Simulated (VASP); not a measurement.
# LaMg (Pm-3m) in VASP: single point with LDA

Aim: the single point of LaMg with LDA.

All numbers are computed with VASP 6.6.1; they aren't measurements. Logs are shortened: lines on timing, memory, paths and dates and some standing lists are left out, and cuts for length are marked.

### 1 The cell of the first run

It takes space group Pm-3m (No. 221, cubic). The conventional cell has a = 3.965 Å, b = 3.965 Å, c = 3.965 Å, α = 90.00°, β = 90.00°, γ = 90.00°. Within 4.5 Å of La (site symmetry m-3m) lie 8 Mg at 3.43 Å and 6 La at 3.96 Å. Within 4.5 Å of Mg (site symmetry m-3m) lie 8 La at 3.43 Å and 6 Mg at 3.96 Å.

### 2 Single point, LDA

INCAR

```
SYSTEM = LaMg
ALGO = Normal
EDIFF = 1E-6
ENCUT = 600
GGA_COMPAT = .False.
ISIF = 2
ISMEAR = -1
LASPH = .True.
LCHARG = .False.
LMAXMIX = 6
LREAL = .False.
LWAVE = .False.
NBANDS = 14
NELM = 200
PREC = Accurate
SIGMA = 0.05
```

KPOINTS

```
k-points
0
Gamma
  7 7 7
  0 0 0
```

POSCAR

```
LaMg
1.0
    3.9650000000      0.0000000000      0.0000000000
    0.0000000000      3.9650000000      0.0000000000
    0.0000000000      0.0000000000      3.9650000000
La Mg
1 1
Direct
    0.5000000000      0.5000000000      0.5000000000
    0.0000000000      0.0000000000      0.0000000000
```

Potentials or basis: VASP PAW LDA potentials, release 64 (La, Mg).

Started as:

```
$ cat potpaw_LDA.64/La/POTCAR potpaw_LDA.64/Mg/POTCAR > POTCAR
$ mpirun -np 1 vasp_std > vasp.out
```

OUTCAR:

```text
SYSTEM = LaMg
   EDIFF = 1E-6
   ENCUT = 600
   ISIF = 2
   ISMEAR = -1
   LASPH = .True.
   LREAL = .False.
   NELM = 200
   PREC = Accurate

 ion  position               nearest neighbor table
   1  0.500  0.500  0.500-   2 3.43   2 3.43   2 3.43   2 3.43   2 3.43   2 3.43   2 3.43   2 3.43

   2  0.000  0.000  0.000-   1 3.43   1 3.43   1 3.43   1 3.43   1 3.43   1 3.43   1 3.43   1 3.43

  LATTYP: Found a simple cubic cell.
 ALAT       =     3.9650000000

  Lattice vectors:

 A1 = (   3.9650000000,   0.0000000000,   0.0000000000)
 A2 = (   0.0000000000,   3.9650000000,   0.0000000000)
 A3 = (   0.0000000000,   0.0000000000,   3.9650000000)

Analysis of symmetry for initial positions (statically):
=====================================================================
 Subroutine PRICEL returns:
 Original cell was already a primitive cell.

 Routine SETGRP: Setting up the symmetry group for a
 simple cubic supercell.

 Subroutine GETGRP returns: Found 48 space group operations
 (whereof 48 operations were pure point group operations)
 out of a pool of 48 trial point group operations.

The static configuration has the point symmetry O_h .

Analysis of symmetry for dynamics (positions and initial velocities):
=====================================================================
 Subroutine PRICEL returns:
 Original cell was already a primitive cell.

 Routine SETGRP: Setting up the symmetry group for a
 simple cubic supercell.

 Subroutine GETGRP returns: Found 48 space group operations
 (whereof 48 operations were pure point group operations)
 out of a pool of 48 trial point group operations.

The dynamic configuration has the point symmetry O_h .

 Subroutine INISYM returns: Found 48 space group operations
 (whereof 48 operations are pure point group operations),
 and found     1 'primitive' translations

----------------------------------------------------------------------------------------

                                     Primitive cell

  volume of cell :      62.3347

  direct lattice vectors                    reciprocal lattice vectors
     3.965000000  0.000000000  0.000000000     0.252206810  0.000000000  0.000000000
     0.000000000  3.965000000  0.000000000     0.000000000  0.252206810  0.000000000
     0.000000000  0.000000000  3.965000000     0.000000000  0.000000000  0.252206810

  length of vectors
     3.965000000  3.965000000  3.965000000     0.252206810  0.252206810  0.252206810

  position of ions in fractional coordinates (direct lattice)
     0.500000000  0.500000000  0.500000000
     0.000000000  0.000000000  0.000000000

  ion indices of the primitive-cell ions
   primitive index   ion index
                 1           1
                 2           2

----------------------------------------------------------------------------------------

 KPOINTS: k-points

Automatic generation of k-mesh.
 Grid dimensions read from file:
 generate k-points for:    7    7    7

 Generating k-lattice:

  Cartesian coordinates                     Fractional coordinates (reciprocal lattice)
     0.036029544  0.000000000  0.000000000     0.142857143  0.000000000  0.000000000
     0.000000000  0.036029544  0.000000000     0.000000000  0.142857143  0.000000000
     0.000000000  0.000000000  0.036029544     0.000000000  0.000000000  0.142857143

  Length of vectors
     0.036029544  0.036029544  0.036029544

  Shift w.r.t. Gamma in fractional coordinates (k-lattice)
     0.000000000  0.000000000  0.000000000

 Subroutine IBZKPT returns following result:
 ===========================================

 Found     20 irreducible k-points:

 Following reciprocal coordinates:
            Coordinates               Weight
  0.000000  0.000000  0.000000      1.000000
  0.142857  0.000000  0.000000      6.000000
  0.285714  0.000000  0.000000      6.000000
  0.428571  0.000000  0.000000      6.000000
  0.142857  0.142857  0.000000     12.000000
  0.285714  0.142857  0.000000     24.000000
[... 12 lines left out ...]
  0.428571  0.428571  0.285714     24.000000
  0.428571  0.428571  0.428571      8.000000
   k-points           NKPTS =     20   k-points in BZ     NKDIM =     20   number of bands    NBANDS=     14
   number of dos      NEDOS =    301   number of ions     NIONS =      2
   total plane-waves  NPLWV =  32768
   dimension x,y,z NGX =    32 NGY =   32 NGZ =   32
   dimension x,y,z NGXF=    64 NGYF=   64 NGZF=   64
   ions per type =               1   1
   NGX,Y,Z   is equivalent  to a cutoff of  13.42, 13.42, 13.42 a.u.
   NGXF,Y,Z  is equivalent  to a cutoff of  26.83, 26.83, 26.83 a.u.
 SYSTEM =  LaMg
   PREC   = accura    normal or accurate (medium, high low for compatibility)
   ISTART =      0    job   : 0-new  1-cont  2-samecut
   ICHARG =      2    charge: 1-file 2-atom 10-const
   ISPIN  =      1    spin polarized calculation?
   LNONCOLLINEAR =      F non collinear calculations
   LSORBIT =      F    spin-orbit coupling
   LASPH  =      T    aspherical Exc in radial PAW
   ENCUT  =  600.0 eV  44.10 Ry    6.64 a.u.   7.92  7.92  7.92*2*pi/ulx,y,z
   NELM   =    200;   NELMIN=  2; NELMDL= -5     # of ELM steps
   EDIFF  = 0.1E-05   stopping-criterion for ELM
   LREAL  =      F    real-space projection
   EDIFFG = 0.1E-04   stopping-criterion for IOM
   NSW    =      0    number of steps for IOM
   IBRION =     -1    ionic relax: 0-MD 1-quasi-New 2-CG
   NFREE  =      0    steps in history (QN), initial steepest desc. (CG)
   ISIF   =      2    stress and relaxation
   ISYM   =      2    0-nonsym 1-usesym 2-fastsym
   POTIM  = 0.5000    time-step for ionic-motion
   TEBEG  =    0.0;   TEEND  =   0.0 temperature during run
   PSTRESS=    0.0 pullay stress
   NELECT =      13.0000    total number of electrons
   NUPDOWN=      -1.0000    fix difference up-down
   EMIN   =  10.00;   EMAX   =-10.00  energy-range for DOS
   EFERMI =   0.00;   METHOD = LEGACY
   ISMEAR =    -1;   SIGMA  =   0.05  broadening in eV -4-tet -1-fermi 0-gaus
   EFERMI_NEDOS =   21; number of points for ismear=-14 and -15
   IALGO  =     38    algorithm
   IMIX   =      4    mixing-type and parameters
     AMIX     =   0.40;   BMIX     =  1.00
     AMIX_MAG =   1.60;   BMIX_MAG =  1.00
  volume/ion in A,a.u.               =      31.17       210.33
  Fermi-wavevector in a.u.,A,eV,Ry     =   0.970836  1.834615 12.823811  0.942523
  Thomas-Fermi vector in A             =   2.101004
   LORBIT       =      0    0 simple, 1 ext, 2 COOP (PROOUT), +10 PAW based schemes
   GGA     = CA    functional components
   LHFCALC =     F    Hartree Fock is set to
   AEXX    =    0.0000 exact exchange contribution
   IVDW    =     0    specifies the selected vdW correction
   LEPSILON=     F    determine dielectric tensor
   LRPA    =     F    only Hartree local field effects (RPA)
 non-spin polarized calculation
  energy-cutoff  :      600.00
  volume of cell :       62.33
 maximum number of plane-waves:      2103
 NGX is ok and might be reduce to    32
   NGX = 15   NGY = 15   NGZ = 15

 number of electron      12.9999999 magnetization

 Free energy of the ion-electron system (eV)
  ---------------------------------------------------
  ext. energy  EPLUGINS =         0.00000000
  ---------------------------------------------------
  free energy    TOTEN  =        -7.55651303 eV

  energy without entropy =       -7.53061522  energy(sigma->0) =       -7.54356413

 E-fermi :   5.2377     XC(G=0):  -9.2216

 val. band max:        5.1934432539   @ k =   0.4286   0.4286   0.1429
 cond. band min:       5.2527628979   @ k =   0.2857   0.1429   0.0000
 fundamental gap:      0.0593196440
 Fermi energy:         5.2377255564

 k-point     1 :       0.0000    0.0000    0.0000
  band No.  band energies     occupation
      1     -27.5433      2.00000
      2     -11.0483      2.00000
      3     -11.0483      2.00000
      4     -11.0483      2.00000
      5       0.4946      2.00000
      6       4.7097      1.99995
      7       4.7097      1.99995
      8       6.7378      0.00000
      9       6.7378      0.00000
     10       6.7378      0.00000
     11       6.8008      0.00000
     12       6.8008      0.00000
     13       6.8008      0.00000
     14       6.9669      0.00000

 k-point     2 :       0.1429    0.0000    0.0000
  band No.  band energies     occupation
      1     -27.5368      2.00000
      2     -11.1483      2.00000
      3     -11.0394      2.00000
      4     -11.0394      2.00000
      5       0.7693      2.00000
      6       4.8173      1.99955
      7       4.8366      1.99934
      8       6.6384      0.00000
      9       6.7303      0.00000
     10       6.7303      0.00000
     11       6.7683      0.00000
     12       6.8041      0.00000
     13       6.8041      0.00000
     14       6.9511      0.00000

 k-point     3 :       0.2857    0.0000    0.0000
  band No.  band energies     occupation
      1     -27.5220      2.00000
      2     -11.3634      2.00000
      3     -11.0194      2.00000
      4     -11.0194      2.00000
      5       1.5039      2.00000
      6       4.6744      1.99997
      7       5.1014      1.87717
      8       6.5609      0.00000
      9       6.6651      0.00000
     10       6.6836      0.00000
     11       6.6836      0.00000
     12       6.8113      0.00000
     13       6.8113      0.00000
     14       6.9181      0.00000

 k-point     4 :       0.4286    0.0000    0.0000
  band No.  band energies     occupation
      1     -27.5100      2.00000
      2     -11.5274      2.00000
      3     -11.0032      2.00000
      4     -11.0032      2.00000
      5       2.5282      2.00000
      6       3.7185      2.00000
      7       5.4061      0.06669
      8       6.5191      0.00000
      9       6.5599      0.00000
     10       6.5599      0.00000
     11       6.6936      0.00000
     12       6.8157      0.00000
     13       6.8157      0.00000
     14       6.8938      0.00000

 k-point     5 :       0.1429    0.1429    0.0000
  band No.  band energies     occupation
      1     -27.5302      2.00000
      2     -11.1448      2.00000
      3     -11.1314      2.00000
      4     -11.0306      2.00000
      5       1.0313      2.00000
      6       4.8951      1.99789
      7       4.9979      1.98360
      8       6.4348      0.00000
      9       6.7007      0.00000
     10       6.7245      0.00000
     11       6.7585      0.00000
[... 208 lines left out ...]
 k-point    18 :       0.4286    0.2857    0.2857
  band No.  band energies     occupation
      1     -27.4690      2.00000
      2     -11.4356      2.00000
      3     -11.2674      2.00000
      4     -11.2542      2.00000
      5       2.9818      2.00000
      6       4.4799      2.00000
      7       4.5332      2.00000
      8       6.4035      0.00000
      9       6.6057      0.00000
     10       6.6121      0.00000
     11       6.7553      0.00000
     12       6.9586      0.00000
     13       7.0017      0.00000
     14       7.0514      0.00000

 k-point    19 :       0.4286    0.4286    0.2857
  band No.  band energies     occupation
      1     -27.4577      2.00000
      2     -11.4125      2.00000
      3     -11.4095      2.00000
      4     -11.2401      2.00000
      5       3.0546      2.00000
      6       4.2853      2.00000
      7       4.3728      2.00000
      8       6.3450      0.00000
      9       6.5580      0.00000
     10       6.7710      0.00000
     11       6.7738      0.00000
     12       6.9839      0.00000
     13       7.0068      0.00000
     14       7.0336      0.00000

 k-point    20 :       0.4286    0.4286    0.4286
  band No.  band energies     occupation
      1     -27.4464      2.00000
      2     -11.3904      2.00000
      3     -11.3866      2.00000
      4     -11.3866      2.00000
      5       3.5050      2.00000
      6       3.8985      2.00000
      7       3.8985      2.00000
      8       5.8405      0.00001
      9       6.7867      0.00000
     10       6.7895      0.00000
     11       6.7895      0.00000
     12       6.9951      0.00000
     13       7.0106      0.00000
     14       7.0106      0.00000

------------------------ aborting loop because EDIFF is reached ----------------------------------------

  FORCE on cell =-STRESS in cart. coord.  units (eV):
  Direction    XX          YY          ZZ          XY          YZ          ZX
  --------------------------------------------------------------------------------------
  -------------------------------------------------------------------------------------
  Total       -1.0967871     -1.0967871     -1.0967871     -0.0000000     -0.0000000      0.0000000
  in kB      -28.1905366    -28.1905366    -28.1905366     -0.0000000     -0.0000000      0.0000000
  external PRESSURE =     -28.1905366 kB  Pullay stress =       0.0000000 kB

 VOLUME and BASIS-vectors are now :
 -----------------------------------------------------------------------------
  energy-cutoff  :      600.00
  volume of cell :       62.33
      direct lattice vectors                 reciprocal lattice vectors
     3.965000000  0.000000000  0.000000000     0.252206810  0.000000000  0.000000000
     0.000000000  3.965000000  0.000000000     0.000000000  0.252206810  0.000000000
     0.000000000  0.000000000  3.965000000     0.000000000  0.000000000  0.252206810

 POSITION                                       TOTAL-FORCE (eV/Angst)
 -----------------------------------------------------------------------------------
      1.98250      1.98250      1.98250         0.000000      0.000000      0.000000
      0.00000      0.00000      0.00000         0.000000      0.000000      0.000000
 -----------------------------------------------------------------------------------
    total drift:                                0.000000     -0.000000     -0.000000

  FREE ENERGIE OF THE ION-ELECTRON SYSTEM (eV)
  ---------------------------------------------------
  free  energy   TOTEN  =        -7.5565130296 eV

  energy  without entropy=       -7.5306152216  energy(sigma->0) =       -7.54356413
```

Wall time 28 s (1 thread of Intel Xeon 8259CL, shared host); peak memory 0.17 GiB.

Results:

| Property | Result |
| --- | --- |
| Free energy | -7.5565 eV |
| Pressure | -2.8 GPa |

Caveat: spin-orbit coupling is left out, which moves the levels of the heavy elements.
